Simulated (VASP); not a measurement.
Cu, 1 atom in the cell. Symmetry: Fm-3m, No. 225, cubic system. The conventional cell has a = 3.563 Å, b = 3.563 Å, c = 3.563 Å, α = 90.00°, β = 90.00°, γ = 90.00°. Within 3.3 Å of Cu (site symmetry m-3m) lie 12 Cu at 2.52 Å. 

- Program: VASP 6.6.1
- Task: single point
- Functional: PBEsol
- Potentials or basis: VASP PAW PBE potentials, release 64 (Cu)
- Cutoff: 520 eV
- k mesh: 28 × 28 × 28
- Occupations: fermi-dirac, width 0.05 eV
- Spin: no spin polarisation
- Dipole correction: no
- Further INCAR settings: ALGO = Normal; EDIFF = 1e-06; NBANDS = 12

Potentials or basis: VASP PAW PBE potentials, release 64 (Cu).

Launch:

```bash
$ cat potpaw_PBE.64/Cu/POTCAR > POTCAR
$ mpirun -np 1 vasp_std > vasp.out
```

Hardware: 1 thread of Intel Xeon 8259CL, with other jobs on the host.

How long does it take, and how much memory?

It took 110 s on 1 thread of Intel Xeon 8259CL (shared host), peak memory 0.2 GiB. Counts: scf iterations 12, k points 624.
